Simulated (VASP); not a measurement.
# Ru (P6_3/mmc) in VASP: a series of runs

Runs on Ru. Level: PBE. Tasks: single point, relaxation of cell and atoms.

Everything below comes from runs of VASP 6.6.1. Logs are shortened: lines on timing, memory, paths and dates and some standing lists are left out, and cuts for length are marked.

## Step 1: The cell of the first run

It takes space group P6_3/mmc (No. 194, hexagonal). The conventional cell has a = 2.720 Å, b = 2.720 Å, c = 4.297 Å, α = 90.00°, β = 90.00°, γ = 120.00°. Ru (site symmetry -6m2) has 12 Ru at 2.66 to 2.72 Å within 3.5 Å.

## Step 2: Single point, PBE

INCAR reads:

```
SYSTEM = Ru
PREC     = Accurate       ! precision mode
ENCUT    = 520            ! plane-wave cutoff, eV
EDIFF    = 1E-7           ! SCF threshold, eV
ISMEAR   = 0              ! smearing method
SIGMA    = 0.1            ! smearing width, eV
LREAL    = .FALSE.        ! projectors in reciprocal space
LASPH    = .TRUE.         ! aspherical terms in the spheres
NELM     = 60             ! most SCF steps
ALGO     = Normal         ! electronic algorithm
ISIF     = 2              ! what is computed and relaxed
LWAVE    = .FALSE.        ! write WAVECAR
LCHARG   = .FALSE.        ! write CHGCAR
GGA      = PE             ! functional
NBANDS   = 21             ! bands
```

KPOINTS reads:

```
Automatic mesh
0
G
  18 18 10
  0 0 0
```

POSCAR reads:

```
Ru
1.0
    2.7200250789      0.0000000000      0.0000000000
   -1.3600125395      2.3556108173      0.0000000000
    0.0000000000      0.0000000000      4.2967694749
Ru
2
Direct
    0.3333333333      0.6666666667      0.2500000000
    0.6666666667      0.3333333333      0.7500000000
```

Potentials or basis: VASP PAW PBE potentials, release 64 (Ru_pv).

The run is started by

```
cat potpaw_PBE.64/Ru_pv/POTCAR > POTCAR
mpirun -np 1 vasp_std > vasp.out
```

OUTCAR:

```text
SYSTEM = Ru
   PREC = Accurate
   ENCUT = 520
   EDIFF = 1E-7
   ISMEAR = 0
   LREAL = .FALSE.
   LASPH = .TRUE.
   NELM = 60
   ISIF = 2
   GGA = PE

 ion  position               nearest neighbor table
   1  0.333  0.667  0.250-   2 2.66   2 2.66   2 2.66   2 2.66   2 2.66   2 2.66
   2  0.667  0.333  0.750-   1 2.66   1 2.66   1 2.66   1 2.66   1 2.66   1 2.66

  LATTYP: Found a hexagonal cell.
 ALAT       =     2.7200250789
 C/A-ratio  =     1.5796800949

  Lattice vectors:

 A1 = (   2.7200250789,   0.0000000000,   0.0000000000)
 A2 = (  -1.3600125395,   2.3556108173,   0.0000000000)
 A3 = (   0.0000000000,   0.0000000000,   4.2967694749)

Analysis of symmetry for initial positions (statically):
=====================================================================
 Subroutine PRICEL returns:
 Original cell was already a primitive cell.

 Routine SETGRP: Setting up the symmetry group for a
 hexagonal supercell.

 Subroutine GETGRP returns: Found 24 space group operations
 (whereof 12 operations were pure point group operations)
 out of a pool of 24 trial point group operations.

The static configuration has the point symmetry D_3d.
 The point group associated with its full space group is D_6h.

Analysis of symmetry for dynamics (positions and initial velocities):
=====================================================================
 Subroutine PRICEL returns:
 Original cell was already a primitive cell.

 Routine SETGRP: Setting up the symmetry group for a
 hexagonal supercell.

 Subroutine GETGRP returns: Found 24 space group operations
 (whereof 12 operations were pure point group operations)
 out of a pool of 24 trial point group operations.

The dynamic configuration has the point symmetry D_3d.
 The point group associated with its full space group is D_6h.

 Subroutine INISYM returns: Found 24 space group operations
 (whereof 12 operations are pure point group operations),
 and found     1 'primitive' translations

----------------------------------------------------------------------------------------

                                     Primitive cell

  volume of cell :      27.5308

  direct lattice vectors                    reciprocal lattice vectors
     2.720025079  0.000000000  0.000000000     0.367643669  0.212259171  0.000000000
    -1.360012540  2.355610817  0.000000000     0.000000000  0.424518343  0.000000000
     0.000000000  0.000000000  4.296769475     0.000000000  0.000000000  0.232732988

  length of vectors
     2.720025079  2.720025079  4.296769475     0.424518343  0.424518343  0.232732988

  position of ions in fractional coordinates (direct lattice)
     0.333333333  0.666666667  0.250000000
     0.666666667  0.333333333  0.750000000

  ion indices of the primitive-cell ions
   primitive index   ion index
                 1           1
                 2           2

----------------------------------------------------------------------------------------

 KPOINTS: Automatic mesh

Automatic generation of k-mesh.
 Grid dimensions read from file:
 generate k-points for:   18   18   10

 Generating k-lattice:

  Cartesian coordinates                     Fractional coordinates (reciprocal lattice)
     0.020424648  0.011792176  0.000000000     0.055555556  0.000000000  0.000000000
     0.000000000  0.023584352  0.000000000     0.000000000  0.055555556  0.000000000
     0.000000000  0.000000000  0.023273299     0.000000000  0.000000000  0.100000000

  Length of vectors
     0.023584352  0.023584352  0.023273299

  Shift w.r.t. Gamma in fractional coordinates (k-lattice)
     0.000000000  0.000000000  0.000000000

 Subroutine IBZKPT returns following result:
 ===========================================

 Found    222 irreducible k-points:

 Following reciprocal coordinates:
            Coordinates               Weight
  0.000000  0.000000  0.000000      1.000000
  0.055556  0.000000  0.000000      6.000000
  0.111111  0.000000  0.000000      6.000000
  0.166667  0.000000  0.000000      6.000000
  0.222222  0.000000  0.000000      6.000000
  0.277778  0.000000  0.000000      6.000000
[... 16 lines left out ...]
  0.333333  0.111111  0.000000     12.000000
  0.388889  0.111111  0.000000     12.000000
 [... further k-points ...]
   k-points           NKPTS =    222   k-points in BZ     NKDIM =    222   number of bands    NBANDS=     21
   number of dos      NEDOS =    301   number of ions     NIONS =      2
   total plane-waves  NPLWV =  12800
   dimension x,y,z NGX =    20 NGY =   20 NGZ =   32
   dimension x,y,z NGXF=    40 NGYF=   40 NGZF=   64
   ions per type =               2
   NGX,Y,Z   is equivalent  to a cutoff of  12.22, 12.22, 12.38 a.u.
   NGXF,Y,Z  is equivalent  to a cutoff of  24.45, 24.45, 24.76 a.u.
 SYSTEM =  Ru
   PREC   = accura    normal or accurate (medium, high low for compatibility)
   ISTART =      0    job   : 0-new  1-cont  2-samecut
   ICHARG =      2    charge: 1-file 2-atom 10-const
   ISPIN  =      1    spin polarized calculation?
   LNONCOLLINEAR =      F non collinear calculations
   LSORBIT =      F    spin-orbit coupling
   LASPH  =      T    aspherical Exc in radial PAW
   ENCUT  =  520.0 eV  38.22 Ry    6.18 a.u.   5.06  5.06  7.99*2*pi/ulx,y,z
   NELM   =     60;   NELMIN=  2; NELMDL= -5     # of ELM steps
   EDIFF  = 0.1E-06   stopping-criterion for ELM
   LREAL  =      F    real-space projection
   EDIFFG = 0.1E-05   stopping-criterion for IOM
   NSW    =      0    number of steps for IOM
   IBRION =     -1    ionic relax: 0-MD 1-quasi-New 2-CG
   NFREE  =      0    steps in history (QN), initial steepest desc. (CG)
   ISIF   =      2    stress and relaxation
   ISYM   =      2    0-nonsym 1-usesym 2-fastsym
   POTIM  = 0.5000    time-step for ionic-motion
   TEBEG  =    0.0;   TEEND  =   0.0 temperature during run
   PSTRESS=    0.0 pullay stress
   NELECT =      28.0000    total number of electrons
   NUPDOWN=      -1.0000    fix difference up-down
   EMIN   =  10.00;   EMAX   =-10.00  energy-range for DOS
   EFERMI =   0.00;   METHOD = LEGACY
   ISMEAR =     0;   SIGMA  =   0.10  broadening in eV -4-tet -1-fermi 0-gaus
   EFERMI_NEDOS =   21; number of points for ismear=-14 and -15
   IALGO  =     38    algorithm
   IMIX   =      4    mixing-type and parameters
     AMIX     =   0.40;   BMIX     =  1.00
     AMIX_MAG =   1.60;   BMIX_MAG =  1.00
  volume/ion in A,a.u.               =      13.77        92.89
  Fermi-wavevector in a.u.,A,eV,Ry     =   1.646347  3.111144 36.878020  2.710458
  Thomas-Fermi vector in A             =   2.735990
   LORBIT       =      0    0 simple, 1 ext, 2 COOP (PROOUT), +10 PAW based schemes
   GGA     = PE    functional components
   LHFCALC =     F    Hartree Fock is set to
   AEXX    =    0.0000 exact exchange contribution
   IVDW    =     0    specifies the selected vdW correction
   LEPSILON=     F    determine dielectric tensor
   LRPA    =     F    only Hartree local field effects (RPA)
 non-spin polarized calculation
 Gauss-broadening in eV      SIGMA  =   0.10
  energy-cutoff  :      520.00
  volume of cell :       27.53
 maximum number of plane-waves:       759
   NGX = 11   NGY = 11   NGZ = 15

 number of electron      28.0000013 magnetization

 Free energy of the ion-electron system (eV)
  ---------------------------------------------------
  ext. energy  EPLUGINS =         0.00000000
  ---------------------------------------------------
  free energy    TOTEN  =       -18.47174766 eV

  energy without entropy =      -18.46243240  energy(sigma->0) =      -18.46709003

 E-fermi :  12.5841     XC(G=0): -14.0338

 val. band max:       12.5815487591   @ k =   0.1667   0.1111   0.3000
 cond. band min:      12.5862913154   @ k =   0.4444   0.1111   0.5000
 fundamental gap:      0.0047425563
 Fermi energy:        12.5840645056

 k-point     1 :       0.0000    0.0000    0.0000
  band No.  band energies     occupation
      1     -31.0076      2.00000
      2     -30.1149      2.00000
      3     -30.1149      2.00000
      4     -29.9504      2.00000
      5     -29.9504      2.00000
      6     -29.9109      2.00000
[... 13 lines left out ...]
     20      23.0316      0.00000
     21      23.0450      0.00000

 k-point     2 :       0.0556    0.0000    0.0000
  band No.  band energies     occupation
      1     -30.9975      2.00000
      2     -30.1362      2.00000
      3     -30.1222      2.00000
      4     -29.9727      2.00000
      5     -29.9533      2.00000
      6     -29.9156      2.00000
[... 13 lines left out ...]
     20      23.0316      0.00000
     21      23.0443      0.00000

 k-point     3 :       0.1111    0.0000    0.0000
  band No.  band energies     occupation
      1     -30.9678      2.00000
      2     -30.1977      2.00000
      3     -30.1428      2.00000
      4     -30.0365      2.00000
      5     -29.9619      2.00000
      6     -29.9298      2.00000
[... 13 lines left out ...]
     20      23.0316      0.00000
     21      23.0422      0.00000

 k-point     4 :       0.1667    0.0000    0.0000
  band No.  band energies     occupation
      1     -30.9203      2.00000
      2     -30.2919      2.00000
      3     -30.1735      2.00000
      4     -30.1325      2.00000
      5     -29.9758      2.00000
      6     -29.9534      2.00000
[... 13 lines left out ...]
     20      23.0315      0.00000
     21      23.0397      0.00000

 k-point     5 :       0.2222    0.0000    0.0000
  band No.  band energies     occupation
      1     -30.8580      2.00000
      2     -30.4075      2.00000
      3     -30.2475      2.00000
      4     -30.2101      2.00000
      5     -29.9938      2.00000
      6     -29.9865      2.00000
[... 13 lines left out ...]
     20      23.0315      0.00000
     21      23.0375      0.00000
[... 382 lines left out ...]
     20      23.0313      0.00000
     21      23.0360      0.00000

 k-point    22 :       0.2778    0.1111    0.0000
  band No.  band energies     occupation
      1     -30.6843      2.00000
      2     -30.6334      2.00000
      3     -30.5051      2.00000
      4     -30.2956      2.00000
      5     -30.0917      2.00000
      6     -30.0812      2.00000
[... 13 lines left out ...]
     20      23.0304      0.00000
     21      23.0324      0.00000

 k-point    23 :       0.3333    0.1111    0.0000
  band No.  band energies     occupation
      1     -30.7215      2.00000
      2     -30.6094      2.00000
      3     -30.5646      2.00000
      4     -30.3406      2.00000
      5     -30.1440      2.00000
      6     -30.1013      2.00000
[... 13 lines left out ...]
     20      23.0312      0.00000
     21      23.2896      0.00000

 k-point    24 :       0.3889    0.1111    0.0000
  band No.  band energies     occupation
      1     -30.7788      2.00000
      2     -30.6033      2.00000
      3     -30.5486      2.00000
      4     -30.3695      2.00000
      5     -30.1899      2.00000
      6     -30.1143      2.00000
[... 13 lines left out ...]
     20      23.0308      0.00000
     21      23.6385      0.00000

 [... further k-points ...]
[... 5 lines left out ...]
  --------------------------------------------------------------------------------------
  -------------------------------------------------------------------------------------
  Total       -0.0199491     -0.0199491     -0.0165457      0.0000000      0.0000000     -0.0000000
  in kB       -1.1609537     -1.1609537     -0.9628917      0.0000000      0.0000000     -0.0000000
  external PRESSURE =      -1.0949330 kB  Pullay stress =       0.0000000 kB

 VOLUME and BASIS-vectors are now :
 -----------------------------------------------------------------------------
  energy-cutoff  :      520.00
  volume of cell :       27.53
      direct lattice vectors                 reciprocal lattice vectors
     2.720025079  0.000000000  0.000000000     0.367643669  0.212259171  0.000000000
    -1.360012540  2.355610817  0.000000000     0.000000000  0.424518343  0.000000000
     0.000000000  0.000000000  4.296769475     0.000000000  0.000000000  0.232732988

 POSITION                                       TOTAL-FORCE (eV/Angst)
 -----------------------------------------------------------------------------------
     -0.00000      1.57041      1.07419        -0.000000      0.000000      0.000000
      1.36001      0.78520      3.22258         0.000000     -0.000000      0.000000
 -----------------------------------------------------------------------------------
    total drift:                                0.000000     -0.000000      0.000000

  FREE ENERGIE OF THE ION-ELECTRON SYSTEM (eV)
  ---------------------------------------------------
  free  energy   TOTEN  =       -18.4717476626 eV

  energy  without entropy=      -18.4624323957  energy(sigma->0) =      -18.46709003
```

It took 70 s on 1 thread of Intel Xeon Platinum 8259CL at 2.50GHz (Skylake/Cascade Lake), shared host; peak memory 0.21 GiB.

What came out:

* Free energy: -18.4717 eV
* Pressure: -0.1 GPa
* Band gap on the k mesh: zero (bands 14 and 15 overlap by 3.07 eV)

Levels at points of the mesh, in eV from the Fermi level:
```
           k point  band 12  band 13  band 14  band 15  band 16  band 17
(0.00, 0.00, 0.00)    -1.86    -1.86    -1.37    -1.37     1.16     1.16
(0.50, 0.00, 0.00)    -1.77    -1.48     1.39     1.80     1.88     3.99
(0.00, 0.00, 0.50)    -2.70    -2.65    -2.65     0.54     0.54     0.54
(0.50, 0.00, 0.50)    -1.03     0.45     0.45     1.64     1.64     3.35
```

## Step 3: Single point, PBE

INCAR reads:

```
SYSTEM = Ru
ALGO = Normal ; EDIFF = 1E-7
ENCUT = 520 ; GGA = PE
ISIF = 2 ; ISMEAR = -1
LASPH = .True. ; LCHARG = .False.
LREAL = .False. ; LWAVE = .False.
NBANDS = 21 ; NELM = 80
PREC = Accurate ; SIGMA = 0.15
```

KPOINTS reads:

```
k-points
0
Gamma
  18 18 10
  0 0 0
```

POSCAR reads:

```
Ru
1.0
    2.7222232908      0.0000000000      0.0000000000
   -1.3611116454      2.3575145246      0.0000000000
    0.0000000000      0.0000000000      4.2973136317
Ru
2
Direct
    0.3333333333      0.6666666667      0.2500000000
    0.6666666667      0.3333333333      0.7500000000
```

Potentials or basis: VASP PAW PBE potentials, release 64 (Ru_pv).

The run is started by

```
cat potpaw_PBE.64/Ru_pv/POTCAR > POTCAR
mpirun -np 1 vasp_std > vasp.out
```

OUTCAR:

```text
SYSTEM = Ru
   EDIFF = 1E-7
   ENCUT = 520
   GGA = PE
   ISIF = 2
   ISMEAR = -1
   LASPH = .True.
   LREAL = .False.
   NELM = 80
   PREC = Accurate

 ion  position               nearest neighbor table
   1  0.333  0.667  0.250-   2 2.66   2 2.66   2 2.66   2 2.66   2 2.66   2 2.66
   2  0.667  0.333  0.750-   1 2.66   1 2.66   1 2.66   1 2.66   1 2.66   1 2.66

  LATTYP: Found a hexagonal cell.
 ALAT       =     2.7222232908
 C/A-ratio  =     1.5786043879

  Lattice vectors:

 A1 = (   2.7222232908,   0.0000000000,   0.0000000000)
 A2 = (  -1.3611116454,   2.3575145246,   0.0000000000)
 A3 = (   0.0000000000,   0.0000000000,   4.2973136317)

Analysis of symmetry for initial positions (statically):
=====================================================================
 Subroutine PRICEL returns:
 Original cell was already a primitive cell.

 Routine SETGRP: Setting up the symmetry group for a
 hexagonal supercell.

 Subroutine GETGRP returns: Found 24 space group operations
 (whereof 12 operations were pure point group operations)
 out of a pool of 24 trial point group operations.
[... 153 lines left out ...]

 number of electron      28.0000013 magnetization

 Free energy of the ion-electron system (eV)
  ---------------------------------------------------
  ext. energy  EPLUGINS =         0.00000000
  ---------------------------------------------------
  free energy    TOTEN  =       -18.53129681 eV

  energy without entropy =      -18.40292033  energy(sigma->0) =      -18.46710857

 E-fermi :  12.5723     XC(G=0): -14.0228

 val. band max:       12.5693127181   @ k =   0.0000   0.0000   0.2000
 cond. band min:      12.5730309268   @ k =   0.2222   0.1111   0.1000
 fundamental gap:      0.0037182087
 Fermi energy:        12.5723452309

 k-point     1 :       0.0000    0.0000    0.0000
  band No.  band energies     occupation
      1     -31.0305      2.00000
      2     -30.1427      2.00000
      3     -30.1427      2.00000
      4     -29.9785      2.00000
      5     -29.9785      2.00000
      6     -29.9383      2.00000
[... 565 lines left out ...]
     20      23.0066      0.00000
     21      23.5934      0.00000

 [... further k-points ...]
[... 5 lines left out ...]
  --------------------------------------------------------------------------------------
  -------------------------------------------------------------------------------------
  Total       -0.0181108     -0.0181108     -0.0150359      0.0000000      0.0000000      0.0000000
  in kB       -1.0521377     -1.0521377     -0.8735044      0.0000000      0.0000000      0.0000000
  external PRESSURE =      -0.9925932 kB  Pullay stress =       0.0000000 kB

 VOLUME and BASIS-vectors are now :
 -----------------------------------------------------------------------------
  energy-cutoff  :      520.00
  volume of cell :       27.58
      direct lattice vectors                 reciprocal lattice vectors
     2.722223291  0.000000000  0.000000000     0.367346795  0.212087771  0.000000000
    -1.361111645  2.357514525  0.000000000     0.000000000  0.424175541  0.000000000
     0.000000000  0.000000000  4.297313632     0.000000000  0.000000000  0.232703518

 POSITION                                       TOTAL-FORCE (eV/Angst)
 -----------------------------------------------------------------------------------
     -0.00000      1.57168      1.07433         0.000000      0.000000      0.000000
      1.36111      0.78584      3.22299        -0.000000     -0.000000      0.000000
 -----------------------------------------------------------------------------------
    total drift:                               -0.000000      0.000000     -0.000000

  FREE ENERGIE OF THE ION-ELECTRON SYSTEM (eV)
  ---------------------------------------------------
  free  energy   TOTEN  =       -18.5312968050 eV

  energy  without entropy=      -18.4029203329  energy(sigma->0) =      -18.46710857
```

OSZICAR:

```text
N       E                     dE             d eps       ncg     rms          rms(c)
DAV:   1     0.287106730908E+03    0.28711E+03   -0.17534E+04  9332   0.148E+03
DAV:   2    -0.140499781288E+02   -0.30116E+03   -0.29199E+03  9549   0.444E+02
DAV:   3    -0.198424835267E+02   -0.57925E+01   -0.57574E+01 10954   0.689E+01
DAV:   4    -0.198857926016E+02   -0.43309E-01   -0.43250E-01 11709   0.569E+00
DAV:   5    -0.198863362614E+02   -0.54366E-03   -0.53890E-03 10719   0.563E-01    0.171E+01
DAV:   6    -0.186113146280E+02    0.12750E+01   -0.29087E+00 10669   0.166E+01    0.449E+00
DAV:   7    -0.185386125395E+02    0.72702E-01   -0.39933E-01 10819   0.467E+00    0.104E+00
DAV:   8    -0.185316783359E+02    0.69342E-02   -0.17626E-02 10153   0.105E+00    0.330E-01
DAV:   9    -0.185312897320E+02    0.38860E-03   -0.86937E-04 10685   0.313E-01    0.329E-02
DAV:  10    -0.185313005682E+02   -0.10836E-04   -0.61608E-05 10444   0.805E-02    0.202E-02
DAV:  11    -0.185312968827E+02    0.36855E-05   -0.11209E-05 10564   0.316E-02    0.143E-03
DAV:  12    -0.185312967823E+02    0.10035E-06   -0.74171E-08  7288   0.287E-03    0.642E-04
DAV:  13    -0.185312968050E+02   -0.22673E-07   -0.46791E-09  6262   0.756E-04
   1 F= -.18531297E+02 E0= -.18467109E+02  d E =-.128376E+00
```

Wall time 74 s (1 thread of Intel Xeon Platinum 8259CL at 2.50GHz (Skylake/Cascade Lake), shared host); peak memory 0.21 GiB.

What came out:

```yaml
Free_energy: -18.5313 eV
Pressure: -0.1 GPa
Band_gap_on_the_k_mesh: zero (bands 14 and 15 overlap by 3.06 eV)
```

Levels at points of the mesh, in eV from the Fermi level:
```tsv
k point	band 10	band 11	band 12	band 13	band 14	band 15	band 16	band 17	band 18	band 19
(0.00, 0.00, 0.00)	-2.55	-2.35	-1.88	-1.88	-1.39	-1.39	1.14	1.14	1.29	10.14
(0.50, 0.00, 0.00)	-2.97	-2.03	-1.78	-1.49	1.36	1.77	1.86	3.96	5.99	10.43
(0.00, 0.00, 0.50)	-2.72	-2.72	-2.72	-2.66	-2.66	0.52	0.52	0.52	0.52	10.43
(0.50, 0.00, 0.50)	-4.43	-1.05	-1.05	0.43	0.43	1.61	1.61	3.32	3.32	10.34
```

(Part 1 of 3 ends here.)
